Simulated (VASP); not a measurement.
# Ti2O (P-3m1) in VASP: notebook, part 2 of 2

VASP 6.6.1. The steps go on from the part before.

## (4) Single point, r2SCAN

The input, POSCAR:

```
Ti2O
1.0
    2.9514347818      0.0000000000      0.0000000000
   -1.4757173909      2.5560174986      0.0000000000
    0.0000000000      0.0000000000      4.8140044024
Ti O
2 1
Direct
    0.6666666667      0.3333333333      0.2688898712
    0.3333333333      0.6666666667      0.7311101288
    0.0000000000      0.0000000000      0.0000000000
```

The input, INCAR.step1:

```
PREC = Accurate ; ENCUT = 520
ISMEAR = 0 ; SIGMA = 0.15
LREAL = False ; LASPH = True
NELM = 60 ; NBANDS = 22
GGA = PE ; ALGO = Normal
EDIFF = 1E-4 ; LWAVE = True
LCHARG = False
```

The input, INCAR.step2:

```
PREC = Accurate ; ENCUT = 520
EDIFF = 1E-7 ; ISMEAR = 0
SIGMA = 0.15 ; LREAL = False
LASPH = True ; NELM = 60
ALGO = Normal ; ISIF = 2
LWAVE = False ; LCHARG = False
METAGGA = R2SCAN ; LMIXTAU = True
NBANDS = 22 ; ISTART = 1
```

The input, KPOINTS:

```
Automatic mesh
0
Gamma
  12 12 8
```

Potentials or basis: VASP PAW PBE potentials, release 64 (Ti_sv, O).

Run with:

```bash
$ cat potpaw_PBE.64/Ti_sv/POTCAR potpaw_PBE.64/O/POTCAR > POTCAR
$ cp INCAR.step1 INCAR
$ mpirun -np 1 vasp_std > vasp.out
$ cp INCAR.step2 INCAR
$ mpirun -np 1 vasp_std > vasp.out
```

OUTCAR:

```text
PREC = Accurate
   ENCUT = 520
   EDIFF = 1E-7
   ISMEAR = 0
   LREAL = False
   LASPH = True
   NELM = 60
   ISIF = 2
   METAGGA = R2SCAN
   ISTART = 1

 ion  position               nearest neighbor table
   1  0.667  0.333  0.269-   3 2.14   3 2.14   3 2.14   2 2.80   2 2.80   2 2.80
   2  0.333  0.667  0.731-   3 2.14   3 2.14   3 2.14   1 2.80   1 2.80   1 2.80
   3  0.000  0.000  0.000-   1 2.14   2 2.14   2 2.14   1 2.14   1 2.14   2 2.14

  LATTYP: Found a hexagonal cell.
 ALAT       =     2.9514347818
 C/A-ratio  =     1.6310725997

  Lattice vectors:

 A1 = (   2.9514347818,   0.0000000000,   0.0000000000)
 A2 = (  -1.4757173909,   2.5560174986,   0.0000000000)
 A3 = (   0.0000000000,   0.0000000000,   4.8140044024)

Analysis of symmetry for initial positions (statically):
=====================================================================
 Subroutine PRICEL returns:
 Original cell was already a primitive cell.

 Routine SETGRP: Setting up the symmetry group for a
 hexagonal supercell.

 Subroutine GETGRP returns: Found 12 space group operations
 (whereof 12 operations were pure point group operations)
 out of a pool of 24 trial point group operations.

The static configuration has the point symmetry D_3d.

Analysis of symmetry for dynamics (positions and initial velocities):
=====================================================================
 Subroutine PRICEL returns:
 Original cell was already a primitive cell.

 Routine SETGRP: Setting up the symmetry group for a
 hexagonal supercell.

 Subroutine GETGRP returns: Found 12 space group operations
 (whereof 12 operations were pure point group operations)
 out of a pool of 24 trial point group operations.

The dynamic configuration has the point symmetry D_3d.

 Subroutine INISYM returns: Found 12 space group operations
 (whereof 12 operations are pure point group operations),
[... 114 lines left out ...]
   EFERMI_NEDOS =   21; number of points for ismear=-14 and -15
   IALGO  =     38    algorithm
   IMIX   =      4    mixing-type and parameters
     AMIX     =   0.40;   BMIX     =  1.00
     AMIX_MAG =   1.60;   BMIX_MAG =  1.00
  volume/ion in A,a.u.               =      12.11        81.69
  Fermi-wavevector in a.u.,A,eV,Ry     =   1.536081  2.902772 32.103552  2.359544
  Thomas-Fermi vector in A             =   2.642780
   LORBIT       =      0    0 simple, 1 ext, 2 COOP (PROOUT), +10 PAW based schemes
   METAGGA = R2SCAN    functional components
   LHFCALC =     F    Hartree Fock is set to
   AEXX    =    0.0000 exact exchange contribution
   IVDW    =     0    specifies the selected vdW correction
   LEPSILON=     F    determine dielectric tensor
   LRPA    =     F    only Hartree local field effects (RPA)
 non-spin polarized calculation
 Gauss-broadening in eV      SIGMA  =   0.15
  energy-cutoff  :      520.00
  volume of cell :       36.32
 maximum number of plane-waves:      1008
 NGX is ok and might be reduce to    24
   NGX = 11   NGY = 11   NGZ = 17

 number of electron      29.9999998 magnetization

 Free energy of the ion-electron system (eV)
  ---------------------------------------------------
  ext. energy  EPLUGINS =         0.00000000
  ---------------------------------------------------
  free energy    TOTEN  =       -37.86596562 eV

  energy without entropy =      -37.85462774  energy(sigma->0) =      -37.86029668

 E-fermi :  10.0993     XC(G=0): -13.1497

 val. band max:       10.0831105101   @ k =   0.1667  -0.0000   0.0000
 cond. band min:      10.0996155823   @ k =   0.0000   0.0833   0.3750
 fundamental gap:      0.0165050722
 Fermi energy:        10.0992765566

 k-point     1 :       0.0000    0.0000    0.0000
  band No.  band energies     occupation
      1     -49.6012      2.00000
      2     -49.4713      2.00000
      3     -25.2266      2.00000
      4     -24.5423      2.00000
      5     -24.5423      2.00000
      6     -24.4745      2.00000
[... 589 lines left out ...]
     21      12.1412      0.00000
     22      13.3376      0.00000

 [... further k-points ...]

------------------------ aborting loop because EDIFF is reached ----------------------------------------

  FORCE on cell =-STRESS in cart. coord.  units (eV):
  Direction    XX          YY          ZZ          XY          YZ          ZX
  --------------------------------------------------------------------------------------
  -------------------------------------------------------------------------------------
  Total        0.2517689      0.2517689      0.2188277      0.0000000      0.0000000     -0.0000000
  in kB       11.1073153     11.1073153      9.6540465      0.0000000      0.0000000     -0.0000000
  external PRESSURE =      10.6228924 kB  Pullay stress =       0.0000000 kB

 VOLUME and BASIS-vectors are now :
 -----------------------------------------------------------------------------
  energy-cutoff  :      520.00
  volume of cell :       36.32
      direct lattice vectors                 reciprocal lattice vectors
     2.951434782  0.000000000  0.000000000     0.338818261  0.195616814  0.000000000
    -1.475717391  2.556017499  0.000000000     0.000000000  0.391233628  0.000000000
     0.000000000  0.000000000  4.814004402     0.000000000  0.000000000  0.207727272

 POSITION                                       TOTAL-FORCE (eV/Angst)
 -----------------------------------------------------------------------------------
      1.47572      0.85201      1.29444        -0.000000     -0.000000      0.062399
     -0.00000      1.70401      3.51957         0.000000      0.000000     -0.062399
      0.00000      0.00000      0.00000        -0.000000      0.000000      0.000000
 -----------------------------------------------------------------------------------
    total drift:                               -0.000000      0.000000      0.000000

  FREE ENERGIE OF THE ION-ELECTRON SYSTEM (eV)
  ---------------------------------------------------
  free  energy   TOTEN  =       -37.8659656168 eV

  energy  without entropy=      -37.8546277392  energy(sigma->0) =      -37.86029668
```

OSZICAR.step1:

```text
N       E                     dE             d eps       ncg     rms          rms(c)
DAV:   1     0.344450013467E+03    0.34445E+03   -0.15405E+04  5780   0.171E+03
DAV:   2     0.115687256765E+02   -0.33288E+03   -0.31856E+03  6088   0.480E+02
DAV:   3    -0.273571918836E+02   -0.38926E+02   -0.38069E+02  9102   0.145E+02
DAV:   4    -0.302609326935E+02   -0.29037E+01   -0.28881E+01  7604   0.358E+01
DAV:   5    -0.303778667702E+02   -0.11693E+00   -0.11692E+00  7730   0.612E+00    0.170E+01
DAV:   6    -0.262382657467E+02    0.41396E+01   -0.22001E+01  7636   0.452E+01    0.526E+00
DAV:   7    -0.260606883141E+02    0.17758E+00   -0.18830E+00  8150   0.106E+01    0.315E+00
DAV:   8    -0.260504620458E+02    0.10226E-01   -0.22237E-01  7468   0.402E+00    0.101E+00
DAV:   9    -0.260530842151E+02   -0.26222E-02   -0.42632E-02  8662   0.186E+00    0.506E-01
DAV:  10    -0.260542130606E+02   -0.11288E-02   -0.88138E-03  7630   0.800E-01    0.657E-02
DAV:  11    -0.260541927118E+02    0.20349E-04   -0.58670E-04  7594   0.316E-01
   1 F= -.26054193E+02 E0= -.26048039E+02  d E =-.123066E-01
```

Run time: 13 min. Hardware: 1 thread of AMD EPYC 7R43 (Zen 3), shared host; peak memory 0.19 GiB.

Results:

| Item | Value |
| --- | --- |
| Free energy | -37.8660 eV |
| Pressure | 1.1 GPa |
| Largest force | 0.062 eV/Å |
| Band gap on the k mesh | zero (band 15 reaches 10.51 eV, above the bottom of band 16 at 9.55 eV) |

Forces in eV/Å, atoms in the order of the input:
```
Ti   0.000  0.000  0.062
Ti   0.000  0.000 -0.062
O    0.000  0.000  0.000
```

Levels at points of the mesh, in eV from the Fermi level:
| k point | band 13 | band 14 | band 15 | band 16 | band 17 | band 18 |
| --- | --- | --- | --- | --- | --- | --- |
| (0.00, 0.00, 0.00) | -4.16 | -0.38 | 0.18 | 0.55 | 0.55 | 1.10 |
| (0.50, 0.00, 0.00) | -2.74 | -1.58 | -0.77 | 1.13 | 1.81 | 2.89 |
| (0.00, 0.00, 0.50) | -2.24 | -1.93 | 0.17 | 0.17 | 1.17 | 1.95 |
| (0.50, 0.00, 0.50) | -1.79 | -1.54 | -0.63 | -0.55 | 1.02 | 2.84 |

Caveat: the PAW data sets were made with another functional, which shifts forces and pressure a little.

## (5) The runs side by side

| cell | k mesh | smearing | gap on the mesh (eV) | pressure (GPa) | largest force (eV/Å) |
| --- | --- | --- | --- | --- | --- |
| a = 2.955, b = 2.955, c = 4.800 Å, angles 90.0, 90.0, 120.0°, 3 atoms | 6 × 6 × 4 | gaussian 0.1 eV | none | 1.1 | 0.09 |
| a = 2.951, b = 2.951, c = 4.814 Å, angles 90.0, 90.0, 120.0°, 3 atoms | 18 × 18 × 10 | gaussian 0.1 eV | none | 1.0 | 0.06 |
| a = 2.951, b = 2.951, c = 4.814 Å, angles 90.0, 90.0, 120.0°, 3 atoms | 12 × 12 × 8 | gaussian 0.15 eV | none | 1.1 | 0.06 |

Alike in all rows: task single point; level r2SCAN; potentials or basis VASP PAW PBE potentials, release 64 (Ti_sv, O); no spin polarisation; cutoff (eV) 520.

Caveats: some runs use coarse meshes; the PAW data sets were made with another functional, which shifts forces and pressure a little.

Absolute energies hang on the potentials; compare differences alone.
